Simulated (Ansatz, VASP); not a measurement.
BN in VASP and in Ansatz

Contents of POSCAR:

```
BN
1.0
   -2.5439665234      0.0000000000      0.0000000000
   -1.2719832617     -2.2031396357      0.0000000000
    0.0000000000      0.0000000000     13.3732348039
B N
6 6
Direct
    0.6666666667      0.6666666667      0.2162671786
    0.6666666667      0.6666666667      0.5309064559
    0.6666666667      0.6666666667      0.8455457333
    0.3333333333      0.3333333333      0.0589475399
    0.3333333333      0.3333333333      0.3735868173
    0.3333333333      0.3333333333      0.6882260946
    0.6666666667      0.6666666667      0.0984035627
    0.6666666667      0.6666666667      0.4130428401
    0.6666666667      0.6666666667      0.7276821174
    0.3333333333      0.3333333333      0.8850017561
    0.3333333333      0.3333333333      0.2557232014
    0.3333333333      0.3333333333      0.5703624787
```

File INCAR.step1:

```
ALGO = Normal
EDIFF = 1E-4
ENCUT = 520
GGA = PE
ISMEAR = 0
LASPH = True
LCHARG = False
LREAL = False
LWAVE = True
NBANDS = 36
NELM = 80
PREC = Accurate
SIGMA = 0.05
```

File INCAR.step2:

```
ALGO = Normal
EDIFF = 1E-6
ENCUT = 520
ISIF = 2
ISMEAR = 0
ISTART = 1
LASPH = True
LCHARG = True
LELF = True
LMIXTAU = True
LREAL = False
LVHAR = True
LWAVE = False
METAGGA = R2SCAN
NBANDS = 36
NELM = 80
PREC = Accurate
SIGMA = 0.05
```

Contents of KPOINTS:

```
k-points
0
Gamma
  10 10 2
```

Input for Ansatz:

```yaml
crystal:
  lattice:
    - [-2.5439665234, 0.0, 0.0]
    - [-1.2719832617, -2.2031396357, 0.0]
    - [0.0, 0.0, 13.3732348039]
  atoms:
    - { symbol: B, position: [0.6666666667, 0.6666666667, 0.2162671786] }
    - { symbol: B, position: [0.6666666667, 0.6666666667, 0.5309064559] }
    - { symbol: B, position: [0.6666666667, 0.6666666667, 0.8455457333] }
    - { symbol: B, position: [0.3333333333, 0.3333333333, 0.0589475399] }
    - { symbol: B, position: [0.3333333333, 0.3333333333, 0.3735868173] }
    - { symbol: B, position: [0.3333333333, 0.3333333333, 0.6882260946] }
    - { symbol: "N", position: [0.6666666667, 0.6666666667, 0.0984035627] }
    - { symbol: "N", position: [0.6666666667, 0.6666666667, 0.4130428401] }
    - { symbol: "N", position: [0.6666666667, 0.6666666667, 0.7276821174] }
    - { symbol: "N", position: [0.3333333333, 0.3333333333, 0.8850017561] }
    - { symbol: "N", position: [0.3333333333, 0.3333333333, 0.2557232014] }
    - { symbol: "N", position: [0.3333333333, 0.3333333333, 0.5703624787] }
basis:
  ecutwfc: 500
kpoints:
  mp_grid: { grid: [10, 10, 2] }
hamiltonian:
  xc: r2scan
scf:
  occupations: { method: gaussian, width: 0.05 }
output:
  forces: true
  stress: true
  eigenvalues: true
```

Alike in both runs: task single point; functional r2SCAN; k mesh 10 × 10 × 2; occupations gaussian, width 0.05 eV; no spin polarisation.

```csv
,VASP,Ansatz
version,VASP 6.6.1,Ansatz 0.2.0
potentials or method,"VASP PAW PBE potentials, release 64 (B, N), cutoff 520 eV","scalar-relativistic, plane waves, PAW"
valence electrons in the cell,48,48
```

VASP gave:

| Item | Value |
| --- | --- |
| gap on the k mesh at the Fermi level (eV) | 2.72 |
| least direct gap on the mesh (eV) | 3.28 |
| pressure (GPa) | -5.9 |
| traceless stress, the component that is largest in VASP (GPa) | -11.02 |
| rms of the force components (eV/Å) | 0.742 |

Problem. What did Ansatz give for the same quantities?

Solution. gap on the k mesh at the Fermi level (eV): 2.72; least direct gap on the mesh (eV): 3.27; pressure (GPa): -6.9; traceless stress, the component that is largest in VASP (GPa): -10.95; rms of the force components (eV/Å): 0.737.

VASP's potentials were made for PBE, not for r2SCAN. Atom by atom the forces differ by 0.010 eV/Å (rms over components).
